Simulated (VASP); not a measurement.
# SiC (P6_3/mmc) in VASP: further runs

The runs below take SiC through relaxation of cell and atoms, single point, with r2SCAN, PBE0.

All numbers are computed with VASP 6.6.1; they aren't measurements. Logs are shortened: lines on timing, memory, paths and dates and some standing lists are left out, and cuts for length are marked.

**1. The cell of the first run**

Symmetry: P6_3/mmc, No. 194, hexagonal system. The conventional cell has a = 3.165 Å, b = 3.165 Å, c = 4.870 Å, α = 90.00°, β = 90.00°, γ = 120.00°. Si (site symmetry -6m2) has 3 C at 1.83 Å within 2.4 Å. C (site symmetry -6m2) has 3 Si at 1.83 Å within 2.4 Å.

**2. Relaxation of cell and atoms, r2SCAN**

POSCAR reads:

```
SiC
1.0
    3.1648623131      0.0000000000      0.0000000000
   -1.5824311565      2.7408511626      0.0000000000
    0.0000000000      0.0000000000      4.8701422910
Si C
2 2
Direct
    0.3333333333      0.6666666667      0.2500000000
    0.6666666667      0.3333333333      0.7500000000
    0.6666666667      0.3333333333      0.2500000000
    0.3333333333      0.6666666667      0.7500000000
```

INCAR.step1 reads:

```
  PREC = Accurate
  ENCUT = 600
  ISMEAR = -1
  SIGMA = 0.02
  LREAL = F
  LASPH = T
  NELM = 80
  GGA = PE
  ALGO = Normal
  EDIFF = 1E-4
  LWAVE = T
  LCHARG = F
```

INCAR.step2 reads:

```
  PREC = Accurate
  ENCUT = 600
  EDIFF = 1E-6
  ISMEAR = -1
  SIGMA = 0.02
  LREAL = F
  LASPH = T
  NELM = 80
  ALGO = Normal
  ISIF = 3
  LWAVE = F
  LCHARG = F
  METAGGA = R2SCAN
  LMIXTAU = T
  IBRION = 2
  NSW = 80
  EDIFFG = -0.005
  ISTART = 1
```

KPOINTS reads:

```
Automatic mesh
0
Gamma
  12 12 6
```

Potentials or basis: VASP PAW PBE potentials, release 64 (Si, C).

On the command line:

```console
$ cat potpaw_PBE.64/Si/POTCAR potpaw_PBE.64/C/POTCAR > POTCAR
$ cp INCAR.step1 INCAR
$ mpirun -np 1 vasp_std > vasp.out
$ cp INCAR.step2 INCAR
$ mpirun -np 1 vasp_std > vasp.out
```

OUTCAR:

```text
PREC = Accurate
   ENCUT = 600
   EDIFF = 1E-6
   ISMEAR = -1
   LREAL = F
   LASPH = T
   NELM = 80
   ISIF = 3
   METAGGA = R2SCAN
   IBRION = 2
   NSW = 80
   EDIFFG = -0.005
   ISTART = 1

 ion  position               nearest neighbor table
   1  0.333  0.667  0.250-   3 1.83   3 1.83   3 1.83   4 2.44   4 2.44   2 3.04   2 3.04   2 3.04
                             2 3.04   2 3.04   2 3.04
   2  0.667  0.333  0.750-   4 1.83   4 1.83   4 1.83   3 2.44   3 2.44   1 3.04   1 3.04   1 3.04
                             1 3.04   1 3.04   1 3.04
   3  0.667  0.333  0.250-   1 1.83   1 1.83   1 1.83   2 2.44   2 2.44
   4  0.333  0.667  0.750-   2 1.83   2 1.83   2 1.83   1 2.44   1 2.44

  LATTYP: Found a hexagonal cell.
 ALAT       =     3.1648623131
 C/A-ratio  =     1.5388164821

  Lattice vectors:

 A1 = (   3.1648623131,   0.0000000000,   0.0000000000)
 A2 = (  -1.5824311565,   2.7408511626,   0.0000000000)
 A3 = (   0.0000000000,   0.0000000000,   4.8701422910)

Analysis of symmetry for initial positions (statically):
=====================================================================
 Subroutine PRICEL returns:
 Original cell was already a primitive cell.

 Routine SETGRP: Setting up the symmetry group for a
 hexagonal supercell.

 Subroutine GETGRP returns: Found 24 space group operations
 (whereof 12 operations were pure point group operations)
 out of a pool of 24 trial point group operations.

The static configuration has the point symmetry D_3d.
 The point group associated with its full space group is D_6h.

Analysis of symmetry for dynamics (positions and initial velocities):
=====================================================================
 Subroutine PRICEL returns:
 Original cell was already a primitive cell.

 Routine SETGRP: Setting up the symmetry group for a
 hexagonal supercell.

 Subroutine GETGRP returns: Found 24 space group operations
 (whereof 12 operations were pure point group operations)
 out of a pool of 24 trial point group operations.

The dynamic configuration has the point symmetry D_3d.
 The point group associated with its full space group is D_6h.

 Subroutine INISYM returns: Found 24 space group operations
 (whereof 12 operations are pure point group operations),
 and found     1 'primitive' translations

----------------------------------------------------------------------------------------

                                     Primitive cell
[... 129 lines left out ...]
  volume of cell :       42.25
 maximum number of plane-waves:      1429
 NGX is ok and might be reduce to    28
   NGX = 13   NGY = 13   NGZ = 19

--------------------------------------- Ionic step        1  -------------------------------------------

 number of electron      16.0000000 magnetization

 Free energy of the ion-electron system (eV)
  ---------------------------------------------------
  ext. energy  EPLUGINS =         0.00000000
  ---------------------------------------------------
  free energy    TOTEN  =       -36.68256975 eV

  energy without entropy =      -36.68225255  energy(sigma->0) =      -36.68241115

------------------------ aborting loop because EDIFF is reached ----------------------------------------

  FORCE on cell =-STRESS in cart. coord.  units (eV):
  Direction    XX          YY          ZZ          XY          YZ          ZX
  --------------------------------------------------------------------------------------
  -------------------------------------------------------------------------------------
  Total       -1.5297993     -1.5297993     -0.2999808     -0.0000000     -0.0000000     -0.0000000
  in kB      -58.0180497    -58.0180497    -11.3768526     -0.0000000     -0.0000000     -0.0000000
  external PRESSURE =     -42.4709840 kB  Pullay stress =       0.0000000 kB
[... 95 lines left out ...]
  FREE ENERGIE OF THE ION-ELECTRON SYSTEM (eV)
  ---------------------------------------------------
  free  energy   TOTEN  =       -36.6945525844 eV

  energy  without entropy=      -36.6943239679  energy(sigma->0) =      -36.69443828

[... ionic steps 4 to 7 ...]

--------------------------------------- Ionic step        8  -------------------------------------------

 number of electron      16.0000000 magnetization

------------------------ aborting loop because EDIFF is reached ----------------------------------------
[... 71 lines left out ...]
--------------------------------------- Ionic step       10  -------------------------------------------

 number of electron      16.0000000 magnetization

 Free energy of the ion-electron system (eV)
  ---------------------------------------------------
  ext. energy  EPLUGINS =         0.00000000
  ---------------------------------------------------
  free energy    TOTEN  =       -36.69579193 eV

  energy without entropy =      -36.69578355  energy(sigma->0) =      -36.69578774

 E-fermi :  10.3791     XC(G=0): -11.9103

 val. band max:       10.2937015077   @ k =   0.0000   0.0000   0.0000
 cond. band min:      10.4847420150   @ k =   0.5000   0.0000   0.0000
 fundamental gap:      0.1910405073
 Fermi energy:        10.3790577730

 k-point     1 :       0.0000    0.0000    0.0000
  band No.  band energies     occupation
      1      -8.3474      2.00000
      2      -4.8129      2.00000
      3       0.1737      2.00000
      4       5.6097      2.00000
      5       5.6097      2.00000
      6       6.9232      2.00000
      7       6.9232      2.00000
      8      10.2937      1.97236
      9      12.2806      0.00000
     10      14.2768      0.00000
     11      14.6086      0.00000
     12      14.6086      0.00000
[... 331 lines left out ...]
 k-point    24 :       0.3333    0.0000    0.1667
  band No.  band energies     occupation
      1      -6.3672      2.00000
      2      -3.7913      2.00000
      3       0.3457      2.00000
      4       2.4512      2.00000
      5       2.8337      2.00000
      6       4.1997      2.00000
      7       5.8398      2.00000
      8       8.1115      2.00000
      9      11.2811      0.00000
     10      12.8429      0.00000
     11      14.4588      0.00000
     12      16.9433      0.00000

 [... further k-points ...]

------------------------ aborting loop because EDIFF is reached ----------------------------------------

  FORCE on cell =-STRESS in cart. coord.  units (eV):
  Direction    XX          YY          ZZ          XY          YZ          ZX
  --------------------------------------------------------------------------------------
  -------------------------------------------------------------------------------------
  Total        0.0053947      0.0053947     -0.0054692      0.0000000      0.0000000     -0.0000000
  in kB        0.2053646      0.2053646     -0.2081984      0.0000000      0.0000000     -0.0000000
  external PRESSURE =       0.0675103 kB  Pullay stress =       0.0000000 kB
[... 19 lines left out ...]
  FREE ENERGIE OF THE ION-ELECTRON SYSTEM (eV)
  ---------------------------------------------------
  free  energy   TOTEN  =       -36.6957919278 eV

  energy  without entropy=      -36.6957835514  energy(sigma->0) =      -36.69578774

 reached required accuracy - stopping structural energy minimisation
```

It took 8.2 min on 1 thread of Intel Xeon 6975P-C (Granite Rapids), shared host; peak memory 0.21 GiB.

Results:

| Quantity | Value |
| --- | --- |
| Free energy | -36.6958 eV |
| Relaxed volume | 10.52 Å³/atom |
| Relaxed cell | a = 3.134 Å, b = 3.134 Å, c = 4.949 Å, α = 90.00°, β = 90.00°, γ = 120.00° |
| Space group after relaxing (to 0.05 Å) | P6_3/mmc (No. 194) |
| Energy gained by relaxing | 3.3 meV/atom |
| Ionic steps | 10 |
| Pressure after relaxing | 0.0 GPa |
| Band gap on the k mesh | 0.19 eV, indirect (least direct gap 1.99 eV) |

The path:
```
step  energy change (eV)  largest force (eV/Å)  pressure (GPa)  volume (Å³)
   1              0.0000                0.0000           -4.25        42.25
   2              0.0141                0.0000            7.13        40.55
   3             -0.0120                0.0000            0.12        41.55
   4             -0.0120                0.0000            0.21        41.54
   5             -0.0122                0.0000            0.20        41.58
   6             -0.0126                0.0000            0.19        41.70
   7             -0.0132                0.0000            0.21        41.94
   8             -0.0132                0.0000            0.23        42.04
   9             -0.0119                0.0000           -1.47        42.38
  10             -0.0132                0.0000            0.01        42.09
```

Final structure:
```yaml
crystal:
  lattice:
    - [3.13366, 0.00000, 0.00000]
    - [-1.56683, 2.71383, 0.00000]
    - [0.00000, 0.00000, 4.94905]
  atoms:
    - { symbol: Si, position: [0.33333, 0.66667, 0.25000] }
    - { symbol: Si, position: [0.66667, 0.33333, 0.75000] }
    - { symbol: C, position: [0.66667, 0.33333, 0.25000] }
    - { symbol: C, position: [0.33333, 0.66667, 0.75000] }
```

Caveat: the PAW data sets were made with another functional, which shifts forces and pressure a little. A k mesh can miss the band edges.

**3. Single point, PBE0**

This run uses another cell than the first one, of 10.51 Å³/atom, 0.995 times its volume.

POSCAR reads:

```
SiC
1.0
    3.1373359322      0.0000000000      0.0000000000
   -1.5686679661      2.7170126175      0.0000000000
    0.0000000000      0.0000000000      4.9327143521
Si C
2 2
Direct
    0.3333333333      0.6666666667      0.2500000000
    0.6666666667      0.3333333333      0.7500000000
    0.6666666667      0.3333333333      0.2500000000
    0.3333333333      0.6666666667      0.7500000000
```

INCAR.step1 reads:

```
ALGO = Normal
EDIFF = 1E-5
ENCUT = 520
GGA = PE
ISIF = 2
ISMEAR = 0
LASPH = True
LCHARG = False
LREAL = False
LWAVE = True
NBANDS = 16
NELM = 60
PREC = Accurate
SIGMA = 0.01
```

INCAR.step2 reads:

```
AEXX = 0.25
ALGO = Normal
EDIFF = 1E-7
ENCUT = 520
GGA = PE
ISIF = 2
ISMEAR = 0
ISTART = 1
LASPH = True
LCHARG = False
LHFCALC = True
LREAL = False
LWAVE = False
NBANDS = 16
NELM = 60
PREC = Accurate
PRECFOCK = Normal
SIGMA = 0.01
```

KPOINTS reads:

```
k-points
0
Gamma
  6 6 4
```

Potentials or basis: VASP PAW PBE potentials, release 64 (Si, C).

On the command line:

```console
$ cat potpaw_PBE.64/Si/POTCAR potpaw_PBE.64/C/POTCAR > POTCAR
$ cp INCAR.step1 INCAR
$ mpirun -np 1 vasp_std > vasp.out
$ cp INCAR.step2 INCAR
$ mpirun -np 1 vasp_std > vasp.out
```

OUTCAR:

```text
AEXX = 0.25
   EDIFF = 1E-7
   ENCUT = 520
   GGA = PE
   ISIF = 2
   ISMEAR = 0
   ISTART = 1
   LASPH = True
   LHFCALC = True
   LREAL = False
   NELM = 60
   PREC = Accurate
   PRECFOCK = Normal

 ion  position               nearest neighbor table
   1  0.333  0.667  0.250-   3 1.81   3 1.81   3 1.81   4 2.47   4 2.47   2 3.06   2 3.06   2 3.06
                             2 3.06   2 3.06   2 3.06
   2  0.667  0.333  0.750-   4 1.81   4 1.81   4 1.81   3 2.47   3 2.47   1 3.06   1 3.06   1 3.06
[... 608 lines left out ...]
  Direction    XX          YY          ZZ          XY          YZ          ZX
  --------------------------------------------------------------------------------------
  -------------------------------------------------------------------------------------
  Total       -0.5101188     -0.5101188     -0.4115430      0.0000000      0.0000000      0.0000000
  in kB      -19.4376262    -19.4376262    -15.6814853      0.0000000      0.0000000      0.0000000
  external PRESSURE =     -18.1855793 kB  Pullay stress =       0.0000000 kB

 VOLUME and BASIS-vectors are now :
 -----------------------------------------------------------------------------
  energy-cutoff  :      520.00
  volume of cell :       42.05
      direct lattice vectors                 reciprocal lattice vectors
     3.137335932  0.000000000  0.000000000     0.318741767  0.184025645  0.000000000
    -1.568667966  2.717012618  0.000000000     0.000000000  0.368051290  0.000000000
     0.000000000  0.000000000  4.932714352     0.000000000  0.000000000  0.202728139

 POSITION                                       TOTAL-FORCE (eV/Angst)
 -----------------------------------------------------------------------------------
     -0.00000      1.81134      1.23318         0.000000     -0.000000      0.000000
      1.56867      0.90567      3.69954        -0.000000      0.000000     -0.000000
      1.56867      0.90567      1.23318        -0.000000     -0.000000     -0.000000
     -0.00000      1.81134      3.69954         0.000000      0.000000     -0.000000
 -----------------------------------------------------------------------------------
    total drift:                                0.000000      0.000000      0.000000

  FREE ENERGIE OF THE ION-ELECTRON SYSTEM (eV)
  ---------------------------------------------------
  free  energy   TOTEN  =       -34.9903412560 eV

  energy  without entropy=      -34.9903412560  energy(sigma->0) =      -34.99034126
```

OUTCAR.step1:

```text
EDIFF = 1E-5
   ENCUT = 520
   GGA = PE
   ISIF = 2
[... 628 lines left out ...]
     -0.00000      1.81134      1.23318         0.000000      0.000000      0.000000
      1.56867      0.90567      3.69954        -0.000000     -0.000000     -0.000000
      1.56867      0.90567      1.23318        -0.000000     -0.000000      0.000000
     -0.00000      1.81134      3.69954         0.000000      0.000000      0.000000
 -----------------------------------------------------------------------------------
    total drift:                               -0.000000      0.000000      0.000000

  FREE ENERGIE OF THE ION-ELECTRON SYSTEM (eV)
  ---------------------------------------------------
  free  energy   TOTEN  =       -28.2930487377 eV

  energy  without entropy=      -28.2929416111  energy(sigma->0) =      -28.29299517
```

OSZICAR.step1:

```text
N       E                     dE             d eps       ncg     rms          rms(c)
DAV:   1     0.275889862175E+02    0.27589E+02   -0.70073E+03   672   0.890E+02
DAV:   2    -0.297618161121E+02   -0.57351E+02   -0.51892E+02   960   0.157E+02
DAV:   3    -0.324273999188E+02   -0.26656E+01   -0.26556E+01   848   0.315E+01
DAV:   4    -0.324486687008E+02   -0.21269E-01   -0.21256E-01   832   0.337E+00
DAV:   5    -0.324488921223E+02   -0.22342E-03   -0.22342E-03   848   0.327E-01    0.130E+01
DAV:   6    -0.283731872194E+02    0.40757E+01   -0.70652E+00   808   0.167E+01    0.556E+00
DAV:   7    -0.283134340308E+02    0.59753E-01   -0.11615E+00   912   0.638E+00    0.250E+00
DAV:   8    -0.282947562739E+02    0.18678E-01   -0.58279E-02   784   0.153E+00    0.646E-01
DAV:   9    -0.282925875809E+02    0.21687E-02   -0.90573E-03   848   0.655E-01    0.131E-01
DAV:  10    -0.282929957377E+02   -0.40816E-03   -0.11625E-03   752   0.205E-01    0.676E-02
DAV:  11    -0.282930486449E+02   -0.52907E-04   -0.94859E-05   792   0.713E-02    0.114E-02
DAV:  12    -0.282930487377E+02   -0.92767E-07   -0.74686E-06   552   0.170E-02
   1 F= -.28293049E+02 E0= -.28292995E+02  d E =-.107127E-03
```

Run time: 17 min. Hardware: 1 thread of Intel Xeon Platinum 8488C (Sapphire Rapids), shared host; peak memory 0.17 GiB.

Results:

```
Free energy            : -34.9903 eV
Pressure               : -1.8 GPa
Band gap on the k mesh : 1.27 eV, indirect (least direct gap 3.16 eV)
```

Levels at points of the mesh, in eV from the valence-band top:
| k point | band 6 | band 7 | band 8 | band 9 | band 10 | band 11 |
| --- | --- | --- | --- | --- | --- | --- |
| (0.00, 0.00, 0.00) | -3.59 | -3.59 | 0.00 | 3.16 | 5.30 | 5.53 |
| (0.50, 0.00, 0.00) | -6.96 | -4.86 | -4.57 | 1.27 | 4.69 | 5.55 |
| (0.00, 0.00, 0.50) | -4.33 | -4.33 | -4.33 | 4.55 | 4.55 | 6.17 |
| (0.50, 0.00, 0.50) | -6.06 | -3.35 | -3.35 | 2.75 | 2.75 | 3.15 |

Caveat: the PAW data sets were made with another functional, which shifts forces and pressure a little.
